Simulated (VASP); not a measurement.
## Si (a cell with a defect): single point with PBEsol

The system is Si (a cell with a defect).

```
Si
1.0
     0.00000    5.43000    5.43000
     5.43000    0.00000    5.43000
     5.43000    5.43000    0.00000
Si
17
Direct
  0.98866 0.99805 0.99776
  0.05954 0.14691 0.14661
  0.98866 0.99805 0.51520
  0.13655 0.10966 0.62673
  0.98866 0.51550 0.99776
  0.13656 0.62703 0.10936
  0.06545 0.47827 0.47797
  0.13655 0.62702 0.62673
  0.43923 0.02034 0.02006
  0.61661 0.11557 0.11529
  0.50859 0.97263 0.50923
  0.61662 0.11557 0.65221
  0.50859 0.50952 0.97234
  0.61661 0.65249 0.11529
  0.50859 0.50952 0.50923
  0.68584 0.60481 0.60452
  0.56273 0.31251 0.31223
```

```yaml
Program: VASP 6.6.1
Task: single point
Functional: PBEsol
Potentials_or_basis: VASP PAW PBE potentials, release 64 (Si)
Cutoff: 520 eV
k_mesh: 2 × 2 × 2
Occupations: gaussian, width 0.05 eV
Spin: no spin polarisation
```

| Property | Result |
| --- | --- |
| Pressure | 2.6 GPa |
| Largest force | 0.010 eV/Å |
| Band gap on the k mesh | 0.08 eV |

Forces on the atoms (eV/Å):
```
Si  -0.007 -0.002 -0.002
Si   0.005 -0.005 -0.005
Si   0.002  0.007 -0.002
Si  -0.003  0.003 -0.008
Si   0.002 -0.002  0.007
Si  -0.003 -0.007  0.003
Si  -0.006  0.006  0.006
Si   0.008  0.003  0.003
Si   0.001 -0.003 -0.001
Si   0.002  0.002  0.002
Si   0.005 -0.005  0.004
Si  -0.003 -0.001  0.003
Si   0.005  0.004 -0.005
Si  -0.002  0.002 -0.002
Si  -0.004 -0.005 -0.005
Si  -0.002  0.002  0.002
Si   0.001  0.000 -0.001
```

Stress tensor (GPa, compression positive):
```
 2.59  0.41  0.41
 0.41  2.59 -0.41
 0.41 -0.41  2.59
```

Levels at points of the mesh, in eV from the valence-band top:
```tsv
k point	band 31	band 32	band 33	band 34	band 35	band 36	band 37	band 38
(0.00, 0.00, 0.00)	-1.10	-0.51	-0.51	-0.32	0.08	0.08	0.40	0.40
(0.50, 0.00, 0.00)	-1.22	-1.07	-1.07	0.00	0.51	0.51	1.35	1.35
(0.00, 0.50, 0.00)	-1.21	-1.17	-0.68	-0.19	0.40	0.74	1.05	1.22
(0.00, 0.00, 0.50)	-1.21	-1.17	-0.68	-0.19	0.40	0.74	1.05	1.22
(0.50, 0.50, 0.00)	-1.67	-1.51	-0.28	-0.14	0.61	1.58	1.60	1.75
(0.50, 0.00, 0.50)	-1.67	-1.51	-0.28	-0.14	0.61	1.58	1.60	1.75
```

Wall time 120 s on 1 thread of Intel(R) Xeon(R) 6975P-C (Granite Rapids), on a shared host, peak memory 0.45 GiB.

Caveat: the k points lie up to 0.50 Å⁻¹ apart; the PAW data sets were made with another functional, which shifts forces and pressure a little.
